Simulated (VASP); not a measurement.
# Ni (Im-3m) in VASP: notebook, part 2 of 2

VASP 6.6.1. Earlier steps stand in the parts before.

## Step 3: Single point, PBEsol, collinear spin, ferromagnetic start (volume scaled by 0.92)

Contents of INCAR:

```
SYSTEM = Ni
PREC     = Accurate       ! precision mode
ENCUT    = 600            ! plane-wave cutoff, eV
EDIFF    = 1E-6           ! SCF threshold, eV
ISMEAR   = -1             ! smearing method
SIGMA    = 0.05           ! smearing width, eV
LREAL    = .False.        ! projectors in reciprocal space
LASPH    = .True.         ! aspherical terms in the spheres
NELM     = 200            ! most SCF steps
ALGO     = Normal         ! electronic algorithm
ISIF     = 2              ! what is computed and relaxed
LWAVE    = .False.        ! write WAVECAR
LCHARG   = .True.         ! write CHGCAR
ISPIN    = 2              ! spin polarisation
MAGMOM   = 0.562          ! initial moments
LORBIT   = 11             ! projections on sites
LMAXMIX  = 4              ! l up to which the mixer works
GGA      = PS             ! functional
LELF     = .True.         ! ELF
LVHAR    = .True.       
NBANDS   = 15             ! bands
GGA_COMPAT= .False.
```

Contents of KPOINTS:

```
regular mesh
0
Gamma
  18 18 18
  0 0 0
```

Contents of POSCAR:

```
Ni
1.0
   -1.3400665848      1.3400665848      1.3400665848
    1.3400665848     -1.3400665848      1.3400665848
    1.3400665848      1.3400665848     -1.3400665848
Ni
1
Direct
    0.0000000000      0.0000000000      0.0000000000
```

Potentials or basis: VASP PAW PBE potentials, release 64 (Ni).

Started as:

```bash
cat potpaw_PBE.64/Ni/POTCAR > POTCAR
mpirun -np 1 vasp_std > vasp.out
```

It took 55 s on 1 thread of Intel Xeon Platinum 8559C (Emerald Rapids), shared host; peak memory 0.17 GiB.

The run converged. Its results:

| Quantity | Value |
| --- | --- |
| Free energy | -5.9887 eV |
| Pressure | 20.6 GPa |
| Band gap on the k mesh | zero (filled and empty bands overlap) |
| Net moment | 0.00 μB per cell |
| Valence electrons inside the program's atomic spheres | Ni 9.56 |

Levels at points of the mesh, in eV from the Fermi level:
Spin up:
```
           k point  band 1  band 2  band 3  band 4  band 5  band 6  band 7  band 8  band 9  band 10
(0.00, 0.00, 0.00)   -9.76   -2.27   -2.27   -2.27   -0.66   -0.66   27.73   27.73   27.73    33.53
(0.50, 0.00, 0.00)   -5.14   -3.41   -0.72   -0.46    0.11    0.48    7.67   20.22   21.97    25.76
(0.50, 0.50, 0.50)   -4.75   -4.75    0.21    0.21    0.21   10.59   10.59   10.59   17.03    17.03
```
Spin down:
| k point | band 1 | band 2 | band 3 | band 4 | band 5 | band 6 | band 7 | band 8 | band 9 | band 10 |
| --- | --- | --- | --- | --- | --- | --- | --- | --- | --- | --- |
| (0.00, 0.00, 0.00) | -9.76 | -2.27 | -2.27 | -2.27 | -0.67 | -0.67 | 27.73 | 27.73 | 27.73 | 33.53 |
| (0.50, 0.00, 0.00) | -5.14 | -3.41 | -0.72 | -0.46 | 0.11 | 0.48 | 7.67 | 20.22 | 21.97 | 25.76 |
| (0.50, 0.50, 0.50) | -4.75 | -4.75 | 0.20 | 0.20 | 0.20 | 10.59 | 10.59 | 10.59 | 17.03 | 17.03 |

Caveat: the cell differs from its parent crystal (volume scaled by 0.92); the PAW data sets were made with another functional, which shifts forces and pressure a little.

## Step 4: Single point, PBEsol, collinear spin, ferromagnetic start (volume scaled by 0.96)

Contents of INCAR:

```
ALGO = Normal
EDIFF = 1E-6
ENCUT = 600
GGA = PS
GGA_COMPAT = F
ISIF = 2
ISMEAR = -1
ISPIN = 2
LASPH = T
LCHARG = F
LMAXMIX = 4
LORBIT = 11
LREAL = F
LWAVE = F
MAGMOM = 0.562
NBANDS = 15
NELM = 200
PREC = Accurate
SIGMA = 0.05
```

Contents of KPOINTS:

```
k-points
0
Gamma
  18 18 18
```

Contents of POSCAR:

```
Ni
1.0
   -1.3592129799      1.3592129799      1.3592129799
    1.3592129799     -1.3592129799      1.3592129799
    1.3592129799      1.3592129799     -1.3592129799
Ni
1
Direct
    0.0000000000      0.0000000000      0.0000000000
```

Started as:

```bash
cat potpaw_PBE.64/Ni/POTCAR > POTCAR
mpirun -np 1 vasp_std > vasp.out
```

Run time: 57 s. Hardware: 1 thread of Intel Xeon Platinum 8559C (Emerald Rapids), shared host; peak memory 0.17 GiB.

Results (log left out):

* Free energy: -6.0273 eV
* Pressure: 9.7 GPa
* Net moment: 0.49 μB per cell
* Site moments: Ni +0.49 μB
* Valence electrons inside the program's atomic spheres: Ni 9.47

Levels at points of the mesh, in eV from the Fermi level:
Spin up:
```tsv
k point	band 2	band 3	band 4	band 5	band 6	band 7	band 8	band 9
(0.00, 0.00, 0.00)	-2.44	-2.44	-2.44	-0.87	-0.87	27.29	27.29	27.29
(0.50, 0.00, 0.00)	-3.48	-0.95	-0.69	0.11	0.15	7.14	19.83	21.22
(0.50, 0.50, 0.50)	-4.63	-0.15	-0.15	-0.15	10.26	10.26	10.26	16.49
```
Spin down:
| k point | band 3 | band 4 | band 5 | band 6 | band 7 | band 8 |
| --- | --- | --- | --- | --- | --- | --- |
| (0.00, 0.00, 0.00) | -1.87 | -1.87 | -0.42 | -0.42 | 27.24 | 27.24 |
| (0.50, 0.00, 0.00) | -0.45 | -0.23 | 0.15 | 0.76 | 7.46 | 19.80 |
| (0.50, 0.50, 0.50) | 0.50 | 0.50 | 0.50 | 10.31 | 10.31 | 10.31 |

Caveat: the cell differs from its parent crystal (volume scaled by 0.96); the PAW data sets were made with another functional, which shifts forces and pressure a little.

## Step 5: Single point, PBEsol, collinear spin, ferromagnetic start

This run uses another cell than the first one, of 10.46 Å³/atom, 1.136 times its volume.

Contents of INCAR:

```
PREC     = Accurate       # precision mode
ENCUT    = 600            # plane-wave cutoff, eV
EDIFF    = 1E-6           # SCF threshold, eV
ISMEAR   = -1             # smearing method
SIGMA    = 0.05           # smearing width, eV
LREAL    = F              # projectors in reciprocal space
LASPH    = T              # aspherical terms in the spheres
NELM     = 200            # most SCF steps
ALGO     = Normal         # electronic algorithm
ISIF     = 2              # what is computed and relaxed
LWAVE    = F              # write WAVECAR
LCHARG   = F              # write CHGCAR
ISPIN    = 2              # spin polarisation
MAGMOM   = 0.562          # initial moments
LORBIT   = 11             # projections on sites
LMAXMIX  = 4              # l up to which the mixer works
GGA      = PS             # functional
NBANDS   = 15             # bands
GGA_COMPAT= F
```

Contents of KPOINTS:

```
Automatic mesh
0
Gamma
  18 18 18
```

Contents of POSCAR:

```
Ni
1.0
   -1.3778346498      1.3778346498      1.3778346498
    1.3778346498     -1.3778346498      1.3778346498
    1.3778346498      1.3778346498     -1.3778346498
Ni
1
Direct
    0.0000000000      0.0000000000      0.0000000000
```

Started as:

```bash
cat potpaw_PBE.64/Ni/POTCAR > POTCAR
mpirun -np 1 vasp_std > vasp.out
```

Run time: 49 s. Hardware: 1 thread of Intel Xeon Platinum 8559C (Emerald Rapids), shared host; peak memory 0.17 GiB.

The run converged. Its results:

| Property | Result |
| --- | --- |
| Free energy | -6.0398 eV |
| Pressure | 0.0 GPa |
| Net moment | 0.54 μB per cell |
| Site moments | Ni +0.54 μB |
| Valence electrons inside the program's atomic spheres | Ni 9.39 |

Levels at points of the mesh, in eV from the Fermi level:
Spin up:
```tsv
k point	band 3	band 4	band 5	band 6	band 7	band 8
(0.00, 0.00, 0.00)	-2.37	-2.37	-0.88	-0.88	26.85	26.85
(0.50, 0.00, 0.00)	-0.96	-0.72	0.02	0.19	6.78	19.44
(0.50, 0.50, 0.50)	-0.22	-0.22	-0.22	9.98	9.98	9.98
```
Spin down:
```
           k point  band 1  band 2  band 3  band 4  band 5  band 6  band 7  band 8  band 9  band 10
(0.00, 0.00, 0.00)   -9.19   -1.74   -1.74   -1.74   -0.39   -0.39   26.79   26.79   26.79    31.97
(0.50, 0.00, 0.00)   -4.48   -2.77   -0.41   -0.21    0.19    0.74    7.13   19.41   20.68    24.49
(0.50, 0.50, 0.50)   -4.07   -4.07    0.49    0.49    0.49   10.03   10.03   10.03   16.19    16.19
```

Caveat: the PAW data sets were made with another functional, which shifts forces and pressure a little.

## Step 6: Single point, PBEsol, collinear spin, ferromagnetic start (volume scaled by 1.04)

Contents of INCAR:

```
PREC = Accurate ; ENCUT = 600
EDIFF = 1E-6 ; ISMEAR = -1
SIGMA = 0.05 ; LREAL = F
LASPH = T ; NELM = 200
ALGO = Normal ; ISIF = 2
LWAVE = F ; LCHARG = F
ISPIN = 2 ; MAGMOM = 0.562
LORBIT = 11 ; LMAXMIX = 4
GGA = PS ; NBANDS = 15
GGA_COMPAT = F
```

Contents of KPOINTS:

```
regular mesh
0
Gamma
  18 18 18
```

Contents of POSCAR:

```
Ni
1.0
   -1.3959661324      1.3959661324      1.3959661324
    1.3959661324     -1.3959661324      1.3959661324
    1.3959661324      1.3959661324     -1.3959661324
Ni
1
Direct
    0.0000000000      0.0000000000      0.0000000000
```

Potentials or basis: VASP PAW PBE potentials, release 64 (Ni).

Started as:

```bash
cat potpaw_PBE.64/Ni/POTCAR > POTCAR
mpirun -np 1 vasp_std > vasp.out
```

Run time: 56 s. Hardware: 1 thread of Intel Xeon Platinum 8559C (Emerald Rapids), shared host; peak memory 0.17 GiB.

It converged, with:

- Free energy: -6.0294 eV
- Pressure: -7.9 GPa
- Net moment: 0.56 μB per cell
- Site moments: Ni +0.57 μB
- Valence electrons inside the program's atomic spheres: Ni 9.32

Levels at points of the mesh, in eV from the Fermi level:
Spin up:
```csv
k point,band 1,band 2,band 3,band 4,band 5,band 6,band 7,band 8,band 9,band 10
"(0.00, 0.00, 0.00)",-8.93,-2.29,-2.29,-2.29,-0.87,-0.87,26.44,26.44,26.44,31.32
"(0.50, 0.00, 0.00)",-4.62,-3.20,-0.95,-0.72,-0.04,0.24,6.46,19.08,19.97,23.75
"(0.50, 0.50, 0.50)",-4.18,-4.18,-0.26,-0.26,-0.26,9.73,9.73,9.73,15.65,15.65
```
Spin down:
```csv
k point,band 2,band 3,band 4,band 5,band 6,band 7,band 8,band 9
"(0.00, 0.00, 0.00)",-1.63,-1.63,-1.63,-0.36,-0.36,26.36,26.36,26.36
"(0.50, 0.00, 0.00)",-2.61,-0.38,-0.19,0.23,0.71,6.81,19.04,20.08
"(0.50, 0.50, 0.50)",-3.83,0.48,0.48,0.48,9.77,9.77,9.77,15.79
```

Caveat: the cell differs from its parent crystal (volume scaled by 1.04); the PAW data sets were made with another functional, which shifts forces and pressure a little.

## Step 7: Overview

| cell | gap on the mesh (eV) | pressure (GPa) | moment (μB) |
| --- | --- | --- | --- |
| a = 2.287 Å, angles 109.5°, 1 atom | none | 36.4 | 0.00 |
| a = 2.321 Å, angles 109.5°, 1 atom | none | 20.6 | 0.00 |
| a = 2.354 Å, angles 109.5°, 1 atom | none | 9.7 | 0.49 |
| a = 2.386 Å, angles 109.5°, 1 atom | none | 0.0 | 0.54 |
| a = 2.418 Å, angles 109.5°, 1 atom | none | -7.9 | 0.56 |

Alike in all rows: task single point; level PBEsol; potentials or basis VASP PAW PBE potentials, release 64 (Ni); spin collinear, ferromagnetic start; k mesh 18 × 18 × 18; cutoff (eV) 600; smearing fermi-dirac 0.05 eV.

Caveats: the PAW data sets were made with another functional, which shifts forces and pressure a little.

Total energies depend on the potentials used, so only differences within one code and one set of settings carry meaning.
